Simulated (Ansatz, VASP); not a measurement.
## Pd in VASP and in Ansatz

File INCAR:

```
SYSTEM = Pd
PREC = Accurate
ENCUT = 500
EDIFF = 1E-6
ISMEAR = -1
SIGMA = 0.05
LREAL = .FALSE.
LASPH = .TRUE.
NELM = 200
ALGO = Normal
ISIF = 2
LWAVE = .FALSE.
LCHARG = .FALSE.
ISPIN = 2
MAGMOM = 0.5
LORBIT = 11
LMAXMIX = 4
GGA = PE
NBANDS = 15
GGA_COMPAT = .FALSE.
```

The input KPOINTS:

```
regular mesh
0
G
  14 14 14
  0 0 0
```

Contents of POSCAR:

```
Pd
1.0
    2.5432323649      0.0000000000      0.0000000000
    0.0000000000      2.5432323649      0.0000000000
    0.0000000000      0.0000000000      2.5432323649
Pd
1
Direct
    0.0000000000      0.0000000000      0.0000000000
```

Input for Ansatz:

```yaml
crystal:
  lattice:
    - [2.5432323649, 0.0, 0.0]
    - [0.0, 2.5432323649, 0.0]
    - [0.0, 0.0, 2.5432323649]
  atoms:
    - { symbol: Pd, position: [0.0, 0.0, 0.0], spin: 0.5 }
hamiltonian:
  xc: pbe
  pseudopotentials:
    kind: paw
    azcp:
      Pd: "pseudopotentials/Pd.paw.azcp"
basis:
  ecutwfc: 420
  fft_grid_basis: typed
kpoints:
  mp_grid: { grid: [14, 14, 14], shift: [0, 0, 0] }
magnetization:
  spin_polarized: true
scf:
  occupations: { method: fermi_dirac, width: 0.05 }
  lower_state_search: "off"
output:
  stress: true
```

Alike in both runs: task single point; functional PBE; k mesh 14 × 14 × 14; occupations fermi-dirac, width 0.05 eV; collinear spin.

|  | VASP | Ansatz |
| --- | --- | --- |
| version | VASP 6.6.1 | Ansatz 0.2.0 |
| potentials or method | VASP PAW PBE potentials, release 64 (Pd), cutoff 500 eV | plane waves (420 eV) with PAW, scalar-relativistic |
| valence electrons in the cell | 10 | 18 |

|  | VASP | Ansatz | Ansatz less VASP |
| --- | --- | --- | --- |
| pressure (GPa) | 12.1 | 12.6 | +0.45 |
| net moment per atom (μB) | 0.00 | 0.00 | 0.000 |

VASP's potentials hold 10 valence electrons a cell and Ansatz's 18, so a difference there can come from the potentials and not from the codes. Ansatz's warnings: seeded moment not kept.
